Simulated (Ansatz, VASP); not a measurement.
## Two plane-wave programs on MgO

File INCAR:

```
SYSTEM = MgO
PREC = Accurate ; ENCUT = 520
EDIFF = 1E-6 ; ISMEAR = 0
SIGMA = 0.05 ; LREAL = .False.
LASPH = .True. ; NELM = 80
ALGO = Normal ; ISIF = 2
LWAVE = .False. ; LCHARG = .False.
GGA = PE ; NBANDS = 11
```

KPOINTS

```
regular mesh
0
Gamma
  10 10 10
  0 0 0
```

POSCAR

```
MgO
1.0
    0.0000000000      2.1351500000      2.1351500000
    2.1351500000      0.0000000000      2.1351500000
    2.1351500000      2.1351500000      0.0000000000
Mg O
1 1
Direct
    0.0351263377      0.0351263377     -0.0351263377
    0.5000000000      0.5000000000      0.5000000000
```

Input for Ansatz:

```yaml
crystal:
  lattice:
    - [0.0, 2.13515, 2.13515]
    - [2.13515, 0.0, 2.13515]
    - [2.13515, 2.13515, 0.0]
  atoms:
    - { symbol: Mg, position: [0.0351263377, 0.0351263377, -0.0351263377] }
    - { symbol: O, position: [0.5, 0.5, 0.5] }
basis:
  ecutwfc: 420
kpoints:
  mp_grid: { grid: [10, 10, 10] }
hamiltonian:
  xc: pbe
scf:
  occupations: { method: gaussian, width: 0.05 }
output:
  forces: true
  stress: true
  eigenvalues: true
```

Change from the starting cell: all Mg atoms moved -0.150 Å, as atom 1 towards its neighbour atom 2 (O) at 2.135 Å.

Alike in both runs: task single point; functional PBE; k mesh 10 × 10 × 10; occupations gaussian, width 0.05 eV; no spin polarisation.

|  | VASP | Ansatz |
| --- | --- | --- |
| version | VASP 6.6.1 | Ansatz 0.2.0 |
| potentials or method | VASP PAW PBE potentials, release 64 (Mg, O), cutoff 520 eV | scalar-relativistic, plane waves, PAW |
| valence electrons in the cell | 8 | 16 |

|  | VASP | Ansatz | Ansatz less VASP |
| --- | --- | --- | --- |
| gap on the k mesh at the Fermi level (eV) | 4.33 | 4.35 | +0.017 |
| least direct gap on the mesh (eV) | 4.33 | 4.35 | +0.017 |
| pressure (GPa) | -0.5 | 0.2 | +0.72 |
| traceless stress, the component that is largest in VASP (GPa) | 4.73 | 4.67 | -0.058 |
| rms of the force components (eV/Å) | 0.459 | 0.453 | -0.0063 |

Atom by atom the forces differ by 0.006 eV/Å (rms over components). The functional is the same, so the differences come from potentials, cutoffs and numerics. VASP's potentials hold 8 valence electrons a cell and Ansatz's 16, so a difference there can come from the potentials and not from the codes.
